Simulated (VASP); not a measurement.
# Li4Ru (I4/m) in VASP: a series of runs, part 2 of 2

VASP 6.6.1. Earlier steps stand in the parts before.

## Step 4: Relaxation of cell and atoms, PBE

Input file INCAR:

```
  ALGO = Normal
  EDIFF = 1E-6
  EDIFFG = -0.04
  ENCUT = 600
  GGA = PE
  IBRION = 2
  ISIF = 3
  ISMEAR = 0
  LASPH = True
  LCHARG = False
  LREAL = False
  LWAVE = False
  NELM = 60
  NSW = 90
  PREC = Accurate
  SIGMA = 0.1
```

Input file KPOINTS:

```
k-points
0
Gamma
  6 6 6
```

Input file POSCAR:

```
Li4Ru
1.0
   -2.7404861400      2.7404861400      1.7085306100
    2.7404861400     -2.7404861400      1.7085306100
    2.7404861400      2.7404861400     -1.7085306100
Li Ru
4 1
Direct
    0.6000000200      0.2000000000      0.8000000100
    0.8000000000      0.6000000200      0.4000000200
    0.3999999800      0.8000000000      0.1999999900
    0.2000000000      0.3999999800      0.5999999800
    0.0000000000      0.0000000000      0.0000000000
```

Potentials or basis: VASP PAW PBE potentials, release 64 (Li_sv, Ru_pv).

Command:

```sh
cat potpaw_PBE.64/Li_sv/POTCAR potpaw_PBE.64/Ru_pv/POTCAR > POTCAR
mpirun -np 1 vasp_std > vasp.out
```

OUTCAR:

```text
EDIFF = 1E-6
   EDIFFG = -0.04
   ENCUT = 600
   GGA = PE
   IBRION = 2
   ISIF = 3
   ISMEAR = 0
   LASPH = True
   LREAL = False
   NELM = 60
   NSW = 90
   PREC = Accurate

 ion  position               nearest neighbor table
   1  0.600  0.200  0.800-   3 2.43   3 2.43   2 2.43   5 2.43   4 2.43   2 2.43   5 2.43   4 2.43
                             5 2.45   3 2.45   4 2.45   2 2.45
   2  0.800  0.600  0.400-   4 2.43   4 2.43   1 2.43   5 2.43   5 2.43   3 2.43   1 2.43   3 2.43
                             5 2.45   3 2.45   1 2.45   4 2.45
   3  0.400  0.800  0.200-   1 2.43   1 2.43   4 2.43   5 2.43   2 2.43   4 2.43   5 2.43   2 2.43
                             5 2.45   1 2.45   2 2.45   4 2.45
   4  0.200  0.400  0.600-   2 2.43   2 2.43   3 2.43   5 2.43   5 2.43   1 2.43   3 2.43   1 2.43
                             5 2.45   1 2.45   3 2.45   2 2.45
   5  0.000  0.000  0.000-   2 2.43   4 2.43   2 2.43   4 2.43   1 2.43   3 2.43   3 2.43   1 2.43
                             2 2.45   4 2.45   3 2.45   1 2.45

  LATTYP: Found a body centered tetragonal cell.
 ALAT       =     5.4809722800
 C/A-ratio  =     0.6234407046

  Lattice vectors:

 A1 = (  -2.7404861400,   2.7404861400,   1.7085306100)
 A2 = (   2.7404861400,  -2.7404861400,   1.7085306100)
 A3 = (   2.7404861400,   2.7404861400,  -1.7085306100)

Analysis of symmetry for initial positions (statically):
=====================================================================
 Subroutine PRICEL returns:
 Original cell was already a primitive cell.

 Routine SETGRP: Setting up the symmetry group for a
 body centered tetragonal supercell.

 Subroutine GETGRP returns: Found  8 space group operations
 (whereof  8 operations were pure point group operations)
 out of a pool of 16 trial point group operations.

[... 161 lines left out ...]

 number of electron      25.9999999 magnetization

 Free energy of the ion-electron system (eV)
  ---------------------------------------------------
  ext. energy  EPLUGINS =         0.00000000
  ---------------------------------------------------
  free energy    TOTEN  =       -14.26581785 eV

  energy without entropy =      -14.25693832  energy(sigma->0) =      -14.26137809

 E-fermi :   5.3081     XC(G=0): -10.4556

 val. band max:        5.3027966706   @ k =   0.5000   0.3333  -0.0000
 cond. band min:       5.3835195942   @ k =  -0.1667  -0.3333   0.0000
 fundamental gap:      0.0807229237
 Fermi energy:         5.3080573120

 k-point     1 :       0.0000    0.0000    0.0000
  band No.  band energies     occupation
      1     -39.7176      2.00000
      2     -39.5116      2.00000
      3     -39.5116      2.00000
      4     -39.5091      2.00000
      5     -35.6826      2.00000
      6     -35.6581      2.00000
[... 782 lines left out ...]
--------------------------------------- Ionic step        9  -------------------------------------------

 number of electron      26.0000011 magnetization

 Free energy of the ion-electron system (eV)
  ---------------------------------------------------
  ext. energy  EPLUGINS =         0.00000000
  ---------------------------------------------------
  free energy    TOTEN  =       -15.38671024 eV

  energy without entropy =      -15.37480696  energy(sigma->0) =      -15.38075860

 E-fermi :   3.0560     XC(G=0):  -9.1661

 val. band max:        3.0384718476   @ k =   0.5000   0.3333  -0.0000
 cond. band min:       3.0967640818   @ k =   0.3333   0.3333   0.1667
 fundamental gap:      0.0582922342
 Fermi energy:         3.0559793913

 k-point     1 :       0.0000    0.0000    0.0000
  band No.  band energies     occupation
      1     -42.1941      2.00000
      2     -42.1288      2.00000
      3     -42.1247      2.00000
      4     -42.1247      2.00000
      5     -37.9644      2.00000
      6     -37.8789      2.00000
[... 503 lines left out ...]
  FREE ENERGIE OF THE ION-ELECTRON SYSTEM (eV)
  ---------------------------------------------------
  free  energy   TOTEN  =       -15.3867102400 eV

  energy  without entropy=      -15.3748069594  energy(sigma->0) =      -15.38075860

 reached required accuracy - stopping structural energy minimisation
```

OSZICAR:

```text
N       E                     dE             d eps       ncg     rms          rms(c)
DAV:   1     0.223364471772E+03    0.22336E+03   -0.15192E+04  1256   0.188E+03
DAV:   2     0.633392778800E+01   -0.21703E+03   -0.21457E+03  1382   0.470E+02
DAV:   3    -0.137648724972E+02   -0.20099E+02   -0.19793E+02  2300   0.861E+01
[... 90 lines left out ...]
DAV:   3    -0.153867572876E+02    0.19014E-01   -0.13143E-01  1297   0.152E+00    0.140E-01
DAV:   4    -0.153866865739E+02    0.70714E-04   -0.20323E-03  1542   0.251E-01    0.485E-02
DAV:   5    -0.153867095994E+02   -0.23025E-04   -0.26937E-04  1763   0.900E-02    0.253E-02
DAV:   6    -0.153867106191E+02   -0.10197E-05   -0.45434E-05  1548   0.270E-02    0.643E-03
DAV:   7    -0.153867102400E+02    0.37914E-06   -0.32606E-06  1049   0.886E-03
   9 F= -.15386710E+02 E0= -.15380759E+02  d E =-.935546E-03
```

CONTCAR:

```text
Li4Ru
   1.00000000000000
    -3.0448472286682606    3.0448472422397628    1.9112830904303379
     3.0448472286682606   -3.0448472422397628    1.9112830904303379
     3.0448472422397628    3.0448472286682606   -1.9112830904303379
  Li              Ru
     4     1
Direct
     0.6054037418345114    0.2114033463207741    0.8168070781552773
     0.7885966536792259    0.6054037418345114    0.3940003955137372
     0.3945962581654887    0.7885966536792259    0.1831929218447226
     0.2114033463207741    0.3945962581654887    0.6059996044862629
     0.0000000000000000    0.0000000000000000    0.0000000000000000

  0.00000000E+00  0.00000000E+00  0.00000000E+00
  0.00000000E+00  0.00000000E+00  0.00000000E+00
  0.00000000E+00  0.00000000E+00  0.00000000E+00
  0.00000000E+00  0.00000000E+00  0.00000000E+00
  0.00000000E+00  0.00000000E+00  0.00000000E+00
```

It took 6.2 min on 1 thread of Oxide Virtual Turin-like, shared host; peak memory 0.2 GiB.

What came out:

| Property | Result |
| --- | --- |
| Free energy | -15.3867 eV |
| Relaxed volume | 14.18 Å³/atom |
| Relaxed cell | a = 4.711 Å, b = 4.711 Å, c = 4.711 Å, α = 99.47°, β = 99.47°, γ = 132.13° |
| Space group after relaxing (to 0.05 Å) | I4/m (No. 87) |
| Energy gained by relaxing | 224.2 meV/atom |
| Ionic steps | 9 |
| Pressure after relaxing | 0.0 GPa |
| Largest force after relaxing | 0.024 eV/Å |
| Band gap on the k mesh | zero (band 13 reaches 3.44 eV, above the bottom of band 14 at 2.98 eV) |

Forces on the atoms (eV/Å):
```
Li  -0.007  0.023  0.000
Li   0.023  0.007  0.000
Li   0.007 -0.023  0.000
Li  -0.023 -0.007  0.000
Ru   0.000  0.000  0.000
```

Step by step:
| step | energy change (eV) | largest force (eV/Å) | pressure (GPa) | volume (Å³) |
| --- | --- | --- | --- | --- |
| 1 | 0.0000 | 0.0890 | 22.92 | 51.33 |
| 2 | -0.9575 | 0.2812 | 5.59 | 63.03 |
| 3 | -1.0695 | 0.3304 | 0.96 | 68.61 |
| 4 | -1.0744 | 0.3401 | 0.00 | 70.02 |
| 5 | -1.0742 | 0.3427 | -0.26 | 70.44 |
| 6 | -1.0959 | 0.2472 | -0.25 | 70.62 |
| 7 | -1.1198 | 0.0348 | -0.16 | 71.07 |
| 8 | -1.1200 | 0.0292 | -0.15 | 71.11 |
| 9 | -1.1209 | 0.0243 | 0.01 | 70.88 |

Final structure:
```
CELL_PARAMETERS angstrom
-3.04485 3.04485 1.91128
3.04485 -3.04485 1.91128
3.04485 3.04485 -1.91128
ATOMIC_POSITIONS crystal
Li 0.60540 0.21140 0.81681
Li 0.78860 0.60540 0.39400
Li 0.39460 0.78860 0.18319
Li 0.21140 0.39460 0.60600
Ru 0.00000 0.00000 0.00000
```

Levels at points of the mesh, in eV from the Fermi level:
| k point | band 10 | band 11 | band 12 | band 13 | band 14 | band 15 | band 16 | band 17 |
| --- | --- | --- | --- | --- | --- | --- | --- | --- |
| (0.00, 0.00, 0.00) | -1.35 | -0.45 | -0.45 | -0.27 | 2.59 | 2.59 | 3.08 | 4.89 |
| (0.50, 0.00, 0.00) | -0.70 | -0.56 | -0.46 | -0.27 | 0.72 | 0.83 | 2.18 | 3.46 |
| (0.50, 0.50, 0.00) | -1.24 | -0.58 | -0.46 | -0.11 | -0.03 | 2.71 | 4.40 | 5.09 |
| (0.50, 0.50, 0.50) | -0.25 | -0.25 | -0.15 | -0.08 | -0.08 | -0.06 | 1.79 | 2.84 |

Caveat: the k points lie up to 0.32 Å⁻¹ apart in the final cell; the cutoff is under 1.25 times the usual one of these potentials, so pressure, stress and relaxed cells hold a basis-set (Pulay) error; the volume moved by over 15 % at a fixed basis, so the end points are rough.

## Step 5: Single point, PBE

This run uses another cell than the first one, of 14.43 Å³/atom, 1.406 times its volume.

Input file INCAR:

```
ALGO     = Fast           # electronic algorithm
EDIFF    = 1E-6           # SCF threshold, eV
ENCUT    = 520            # plane-wave cutoff, eV
GGA      = PE             # functional
ISIF     = 2              # what is computed and relaxed
ISMEAR   = 0              # smearing method
LASPH    = T              # aspherical terms in the spheres
LCHARG   = T              # write CHGCAR
LELF     = T              # ELF
LREAL    = F              # projectors in reciprocal space
LVHAR    = T            
LWAVE    = F              # write WAVECAR
NBANDS   = 21             # bands
NELM     = 100            # most SCF steps
PREC     = Accurate       # precision mode
SIGMA    = 0.1            # smearing width, eV
```

Input file KPOINTS:

```
k-points
0
Gamma
  12 12 12
```

Input file POSCAR:

```
Li4Ru
1.0
   -3.0803251662      3.0803251662      1.9007357539
    3.0803251662     -3.0803251662      1.9007357539
    3.0803251662      3.0803251662     -1.9007357539
Li Ru
4 1
Direct
    0.3921461052      0.2118131077      0.6039592129
    0.2118131077      0.6078538948      0.8196670026
    0.6078538948      0.7881868923      0.3960407871
    0.7881868923      0.3921461052      0.1803329974
    0.0000000000      0.0000000000      0.0000000000
```

Command:

```sh
cat potpaw_PBE.64/Li_sv/POTCAR potpaw_PBE.64/Ru_pv/POTCAR > POTCAR
mpirun -np 1 vasp_std > vasp.out
```

Wall time 13 min (1 thread of Oxide Virtual Turin-like, shared host); peak memory 0.41 GiB.

It converged, with:

```
Free energy            : -15.4079 eV
Largest force          : 0.005 eV/Å
Band gap on the k mesh : zero (band 13 reaches 3.62 eV, above the bottom of band 14 at 2.88 eV)
```

Forces on the atoms (eV/Å):
```
Li  -0.005  0.003  0.000
Li  -0.003 -0.005  0.000
Li   0.005 -0.003  0.000
Li   0.003  0.005  0.000
Ru   0.000  0.000  0.000
```

Levels at points of the mesh, in eV from the Fermi level:
| k point | band 11 | band 12 | band 13 | band 14 | band 15 | band 16 |
| --- | --- | --- | --- | --- | --- | --- |
| (0.00, 0.00, 0.00) | -0.42 | -0.42 | -0.29 | 2.44 | 2.44 | 2.96 |
| (0.50, 0.00, 0.00) | -0.58 | -0.48 | -0.30 | 0.71 | 0.87 | 2.15 |
| (0.50, 0.50, 0.00) | -0.54 | -0.48 | -0.15 | -0.03 | 2.60 | 4.28 |
| (0.50, 0.50, 0.50) | -0.30 | -0.20 | -0.10 | -0.08 | -0.08 | 1.70 |

Caveat: the cutoff is under 1.25 times the usual one of these potentials, so pressure, stress and relaxed cells hold a basis-set (Pulay) error.

## Step 6: Summary

```csv
task,cell,k mesh,cutoff (eV),gap on the mesh (eV),largest force (eV/Å)
single point,"a = 4.236 Å, angles 99.4, 99.4, 132.4°, 5 atoms",6 × 6 × 6,520,none,0.09
single point,"a = 4.748 Å, angles 99.2, 99.2, 132.9°, 5 atoms",6 × 6 × 6,520,none,-
relaxation of cell and atoms,"relaxed from a = 4.236 Å, angles 99.4, 99.4, 132.4°, 5 atoms",6 × 6 × 6,600,none,0.02
single point,"a = 4.753 Å, angles 99.2, 99.2, 132.9°, 5 atoms",12 × 12 × 12,520,none,0.01
```

Alike in all rows: level PBE; potentials or basis VASP PAW PBE potentials, release 64 (Li_sv, Ru_pv); no spin polarisation; smearing gaussian 0.1 eV.

Caveats: some runs use coarse meshes; the cutoff is under 1.25 times the usual one of these potentials, so pressure, stress and relaxed cells hold a basis-set (Pulay) error; the volume moved by over 15 % at a fixed basis, so the end points are rough (some runs).

Absolute energies hang on the potentials; compare differences alone.
